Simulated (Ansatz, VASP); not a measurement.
Rh in VASP and in Ansatz

```
Rh
1.0
     0.00000    1.91521    1.91521
     1.91521    0.00000    1.91521
     1.91521    1.91521    0.00000
Rh
1
Cartesian
  0.0000 0.0000 0.0000
```

Alike in both runs: task relaxation of cell and atoms; functional PBE; k mesh 19 × 19 × 19; occupations fermi-dirac, width 0.1 eV; no spin polarisation.

|  | VASP | Ansatz |
| --- | --- | --- |
| version | VASP 6.6.1 | Ansatz 0.2.0 |
| potentials or method | VASP PAW PBE potentials, release 64 (Rh_pv) | PAW with Ansatz's default frozen-core files, scalar-relativistic |
| plane-wave cutoff (eV) | 600 | 420 |
| valence electrons in the cell | 15 | 17 |

|  | VASP | Ansatz | Ansatz less VASP |
| --- | --- | --- | --- |
| relaxed volume (Å³/atom) | 14.06 | 14.07 | +0.005 |
| relaxed cell length with the largest relative difference (Å) | 2.709 | 2.710 | +0.0004 |

VASP's potentials hold 15 valence electrons a cell and Ansatz's 17, so a difference there can come from the potentials and not from the codes.
